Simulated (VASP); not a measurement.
# I: single point with LDA

The system is I.

```
I
1.0
     3.58866   -2.14132    0.00000
     3.58866    2.14132    0.00000
     0.00000    0.00000    9.62721
I
4
Direct
  0.82543 0.17457 0.12318
  0.67457 0.32543 0.62318
  0.17457 0.82543 0.87682
  0.32543 0.67457 0.37682
```

```
Program                : VASP 6.6.1
Task                   : single point
Functional             : LDA
Potentials or basis    : VASP PAW LDA potentials, release 64 (I)
Cutoff                 : 520 eV
k mesh                 : 9 × 9 × 4
Occupations            : gaussian, width 0.1 eV
Spin                   : no spin polarisation
Dipole correction      : no
Further INCAR settings : ALGO = Normal; EDIFF = 1e-06; NBANDS = 22
```

- Pressure: 0.0 GPa
- Largest force: 0.029 eV/Å
- Band gap on the k mesh: 0.63 eV (least direct gap 0.98 eV)

Forces in eV/Å, atoms in the order of the input:
```
I    0.000  0.028 -0.009
I    0.000 -0.028 -0.009
I    0.000 -0.028  0.009
I    0.000  0.028  0.009
```

Stress tensor (GPa, compression positive):
```
-0.03  0.00  0.00
 0.00  0.05  0.00
 0.00  0.00 -0.15
```

Levels at points of the mesh, in eV from the valence-band top:
```csv
k point,band 11,band 12,band 13,band 14,band 15,band 16,band 17,band 18
"(0.00, 0.00, 0.00)",-0.95,-0.94,-0.47,0.00,1.01,1.98,4.38,4.91
"(0.00, 0.00, 0.50)",-0.76,-0.76,-0.17,-0.17,1.14,1.14,5.20,5.20
```

It took 4.4 min on 1 thread of Intel Xeon 8259CL (shared host), peak memory 0.32 GiB.

Caveat: semilocal functionals underestimate gaps, and a narrow one can read as zero; spin-orbit coupling is left out, which moves the levels of the heavy elements. A k mesh can miss the band edges.
